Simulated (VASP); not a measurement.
Runs of VASP 6.6.1 on Al3GaN4. The structure is that of space group P-43m (No. 215), or close to it. The cells are those of the table. 

```tsv
task	cell	cutoff (eV)	gap on the mesh (eV)	pressure (GPa)	largest force (eV/Å)
single point	a = 4.336 Å, 8 atoms	520	4.04	10.1	0.08
relaxation of cell and atoms	relaxed to 5 GPa from a = 4.367 Å, 8 atoms	600	(a)	4.9	0.01
relaxation of cell and atoms	relaxed to -2 GPa from a = 4.430 Å, 8 atoms	600	4.00	-2.0	0.01
single point	a = 4.416 Å, 8 atoms	520	3.99	-2.0	0.08
relaxation of cell and atoms	relaxed to 20 GPa from a = 4.281 Å, 8 atoms	600	4.08	20.0	0.01
relaxation of cell and atoms	relaxed from a = 4.401 Å, 8 atoms	600	4.01	0.0	-
relaxation of cell and atoms	relaxed to 10 GPa from a = 4.336 Å, 8 atoms	600	(c)	9.9	-
single point	a = 4.387 Å, 8 atoms	520	4.01	2.0	0.07
single point	a = 4.401 Å, 8 atoms	520	4.00	0.0	0.08
single point	a = 4.367 Å, 8 atoms	520	(b)	5.1	0.08
single point	a = 4.282 Å, 8 atoms	520	4.08	20.1	0.08
```

Alike in all rows: level r2SCAN; potentials or basis VASP PAW PBE potentials, release 64 (Al, Ga_d, N); no spin polarisation; k mesh 6 × 6 × 6; smearing gaussian 0.02 eV.

Question: Estimate the missing entries.

Answer: (a) 4.03; (b) 4.02; (c) 4.05.

Caveats: the PAW data sets were made with another functional, which shifts forces and pressure a little; the cell is relaxed towards a set pressure, so the enthalpy falls and the energy may rise (some runs).

A k mesh can miss the band edges, and the runs leave out spin-orbit coupling on Ga.
